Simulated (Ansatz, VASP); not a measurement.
**Two plane-wave programs on Zn3HgS4**

INCAR

```
PREC = Accurate
ENCUT = 500
EDIFF = 1E-6
ISMEAR = 0
SIGMA = 0.01
LREAL = False
LASPH = True
NELM = 120
ALGO = Normal
ISIF = 2
LWAVE = False
LCHARG = False
GGA = PE
NBANDS = 46
GGA_COMPAT = False
```

KPOINTS

```
regular mesh
0
Gamma
  6 6 6
```

The input POSCAR:

```
Zn3HgS4
1.0
   -2.8171460675      2.8171460675      5.6155061628
    2.8171460675     -2.8171460675      5.6155061628
    2.8171460675      2.8171460675     -5.6155061628
Zn S Hg
3 4 1
Direct
    0.7500000000      0.2500000000      0.5000000000
    0.5000000000      0.5000000000      0.0000000000
    0.2500000000      0.7500000000      0.5000000000
    0.1344372080      0.6010595044      0.0000000000
    0.8655627920      0.8655627920      0.4666222964
    0.6010595044      0.1344372080      0.0000000000
    0.3989404956      0.3989404956      0.5333777036
    0.0000000000      0.0000000000      0.0000000000
```

Input for Ansatz:

```yaml
crystal:
  lattice:
    - [-2.8171460675, 2.8171460675, 5.6155061628]
    - [2.8171460675, -2.8171460675, 5.6155061628]
    - [2.8171460675, 2.8171460675, -5.6155061628]
  atoms:
    - { symbol: Zn, position: [0.75, 0.25, 0.5] }
    - { symbol: S, position: [0.134437208, 0.6010595044, 0.0] }
    - { symbol: Zn, position: [0.5, 0.5, 0.0] }
    - { symbol: S, position: [0.865562792, 0.865562792, 0.4666222964] }
    - { symbol: Zn, position: [0.25, 0.75, 0.5] }
    - { symbol: S, position: [0.6010595044, 0.134437208, 0.0] }
    - { symbol: Hg, position: [0.0, 0.0, 0.0] }
    - { symbol: S, position: [0.3989404956, 0.3989404956, 0.5333777036] }
kpoints:
  mp_grid: { grid: [6, 6, 6] }
hamiltonian:
  xc: pbe
scf:
  occupations: { method: fixed }
  n_extra_bands: 6
output:
  forces: true
  stress: true
  eigenvalues: true
```

Alike in both runs: task single point; functional PBE; k mesh 6 × 6 × 6; no spin polarisation.

|  | VASP | Ansatz |
| --- | --- | --- |
| version | VASP 6.6.1 | Ansatz 0.2.0 |
| potentials or method | VASP PAW PBE potentials, release 64 (Zn, S, Hg) | plane waves, PAW |
| plane-wave cutoff (eV) | 500 | 420 |
| occupations | gaussian, width 0.01 eV | fixed |
| valence electrons in the cell | 72 | 80 |

Ansatz gave:

| Item | Value |
| --- | --- |
| gap on the k mesh at the Fermi level (eV) | 1.09 |
| pressure (GPa) | -1.8 |
| rms of the force components (eV/Å) | 0.006 |

Question: Estimate VASP's values.

Answer: gap on the k mesh at the Fermi level (eV): 1.10; pressure (GPa): -1.7; rms of the force components (eV/Å): 0.001.

VASP's potentials hold 72 valence electrons a cell and Ansatz's 80, so a difference there can come from the potentials and not from the codes.

Neither program's run includes spin-orbit coupling.
